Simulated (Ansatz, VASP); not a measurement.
# One calculation of Be, two programs

```
Be
1.0
     0.00000    1.57903    1.57903
     1.57903    0.00000    1.57903
     1.57903    1.57903    0.00000
Be
1
Cartesian
  0.0000 0.0000 0.0000
```

Alike in both runs: task single point; functional PBE; k mesh 22 × 22 × 22; occupations gaussian, width 0.05 eV; no spin polarisation.

```csv
,VASP,Ansatz
version,VASP 6.6.1,Ansatz 0.2.0
potentials or method,"VASP PAW PBE potentials, release 64 (Be), cutoff 600 eV","scalar-relativistic, plane waves, PAW"
valence electrons in the cell,2,2
```

Ansatz gave:

```
pressure (GPa) : 0.0
```

Question: Which values does VASP return?

Answer: Pressure (GPa): 0.2.

The functional is the same, so the differences come from potentials, cutoffs and numerics.
